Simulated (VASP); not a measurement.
Wanted: the native input for a VASP 6.6.1 run.

* Task: relaxation of cell and atoms
* Functional: PBE
* Potentials or basis: VASP PAW PBE potentials, release 64 (Nb_sv, Si)
* Cutoff: 600 eV
* k mesh: 12 × 12 × 12
* Occupations: fermi-dirac, width 0.1 eV
* Spin: no spin polarisation
* Target pressure: 85 GPa
* Dipole correction: no
* Further INCAR settings: ALGO = Normal; EDIFF = 1e-07; IBRION = 2; EDIFFG = -0.005; NSW = 60; ISIF = 3

The structure of NbSi (zincblende type) lies in POSCAR:

```
NbSi
1.0
    0.0000000000      2.3980422107      2.3980422107
    2.3980422107      0.0000000000      2.3980422107
    2.3980422107      2.3980422107      0.0000000000
Nb Si
1 1
Direct
    0.0000000000      0.0000000000      0.0000000000
    0.2500000000      0.2500000000      0.2500000000
```

One way to write it, as run:

INCAR

```
PREC = Accurate ; ENCUT = 600
EDIFF = 1E-7 ; ISMEAR = -1
SIGMA = 0.1 ; LREAL = False
LASPH = True ; NELM = 60
ALGO = Normal ; ISIF = 3
LWAVE = False ; LCHARG = False
GGA = PE ; IBRION = 2
NSW = 60 ; EDIFFG = -0.005
PSTRESS = 850.0
```

KPOINTS

```
Automatic mesh
0
Gamma
  12 12 12
```

Potentials or basis: VASP PAW PBE potentials, release 64 (Nb_sv, Si).

Launch:

```sh
$ cat potpaw_PBE.64/Nb_sv/POTCAR potpaw_PBE.64/Si/POTCAR > POTCAR
$ mpirun -np 1 vasp_std > vasp.out
```

Results of the run:

| Item | Value |
| --- | --- |
| Relaxed volume | 15.11 Å³/atom |
| Relaxed cell | a = 3.496 Å, b = 3.496 Å, c = 3.496 Å, α = 60.00°, β = 60.00°, γ = 60.00° |
| Space group after relaxing (to 0.1 Å) | F-43m (No. 216) |
| Energy change on relaxing (the run minimises the enthalpy) | -829.0 meV/atom |
| Ionic steps | 16 |
| Pressure after relaxing | 85.0 GPa |
| Band gap on the k mesh | zero (an odd number of electrons rules out a gap without spin polarisation) |

Caveat: the cell is relaxed towards a set pressure, so the run minimises the enthalpy, not the energy.

Run time: 6.9 min on 1 thread of Intel Xeon 8259CL, with other jobs on the host, peak memory 0.19 GiB.
